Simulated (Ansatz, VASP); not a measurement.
**MoS2 in VASP and in Ansatz**

Contents of INCAR:

```
PREC     = Accurate       # precision mode
ENCUT    = 520            # plane-wave cutoff, eV
EDIFF    = 1E-7           # SCF threshold, eV
ISMEAR   = 0              # smearing method
SIGMA    = 0.05           # smearing width, eV
LREAL    = F              # projectors in reciprocal space
LASPH    = T              # aspherical terms in the spheres
NELM     = 60             # most SCF steps
ALGO     = Normal         # electronic algorithm
ISIF     = 2              # what is computed and relaxed
LWAVE    = F              # write WAVECAR
LCHARG   = F              # write CHGCAR
GGA      = PE             # functional
IVDW     = 12             # dispersion correction
NBANDS   = 64             # bands
```

File KPOINTS:

```
regular mesh
0
Gamma
  6 6 4
```

POSCAR

```
MoS2
1.0
    6.2994479940      0.0000000001      0.0000000000
   -3.1497239971      5.4554819926      0.0000000000
    0.0000000000      0.0000000000      6.6475426602
Mo S
4 8
Direct
    0.5055549660      0.5027774830     -0.0039274038
    0.5000000000      0.0000000000      0.0000000000
    0.0000000000      0.5000000000      0.0000000000
    0.0000000000      0.0000000000      0.0000000000
    0.1666666667      0.3333333333      0.2356692374
    0.1666666667      0.8333333333      0.2356692374
    0.6666666667      0.3333333333      0.2356692374
    0.6666666667      0.8333333333      0.2356692374
    0.1666666667      0.3333333333      0.7643307626
    0.1666666667      0.8333333333      0.7643307626
    0.6666666667      0.3333333333      0.7643307626
    0.6666666667      0.8333333333      0.7643307626
```

Input for Ansatz:

```yaml
crystal:
  lattice:
    - [6.299447994, 1.0e-10, 0.0]
    - [-3.1497239971, 5.4554819926, 0.0]
    - [0.0, 0.0, 6.6475426602]
  atoms:
    - { symbol: Mo, position: [0.505554966, 0.502777483, -0.0039274038] }
    - { symbol: Mo, position: [0.5, 0.0, 0.0] }
    - { symbol: Mo, position: [0.0, 0.5, 0.0] }
    - { symbol: Mo, position: [0.0, 0.0, 0.0] }
    - { symbol: S, position: [0.1666666667, 0.3333333333, 0.2356692374] }
    - { symbol: S, position: [0.1666666667, 0.8333333333, 0.2356692374] }
    - { symbol: S, position: [0.6666666667, 0.3333333333, 0.2356692374] }
    - { symbol: S, position: [0.6666666667, 0.8333333333, 0.2356692374] }
    - { symbol: S, position: [0.1666666667, 0.3333333333, 0.7643307626] }
    - { symbol: S, position: [0.1666666667, 0.8333333333, 0.7643307626] }
    - { symbol: S, position: [0.6666666667, 0.3333333333, 0.7643307626] }
    - { symbol: S, position: [0.6666666667, 0.8333333333, 0.7643307626] }
basis:
  ecutwfc: 420
kpoints:
  mp_grid: { grid: [6, 6, 4] }
hamiltonian:
  xc: pbe
  dispersion: d3bj
scf:
  occupations: { method: gaussian, width: 0.05 }
output:
  forces: true
  stress: true
  eigenvalues: true
```

Alike in both runs: task single point; functional PBE; dispersion D3(BJ); k mesh 6 × 6 × 4; occupations gaussian, width 0.05 eV; no spin polarisation.

|  | VASP | Ansatz |
| --- | --- | --- |
| version | VASP 6.6.1 | Ansatz 0.2.0 |
| potentials or method | VASP PAW PBE potentials, release 64 (Mo_sv, S), cutoff 520 eV | scalar-relativistic, plane waves, PAW |
| valence electrons in the cell | 104 | 104 |

VASP gave:

- gap on the k mesh at the Fermi level (eV): 1.19
- least direct gap on the mesh (eV): 1.66
- pressure (GPa): -0.1
- traceless stress, the component that is largest in VASP (GPa): -0.12
- rms of the force components (eV/Å): 0.195

Problem. Which values does Ansatz return?

Solution. gap on the k mesh at the Fermi level (eV): 1.18; least direct gap on the mesh (eV): 1.66; pressure (GPa): 0.0; traceless stress, the component that is largest in VASP (GPa): -0.12; rms of the force components (eV/Å): 0.195.

Atom by atom the forces differ by 0.006 eV/Å (rms over components).
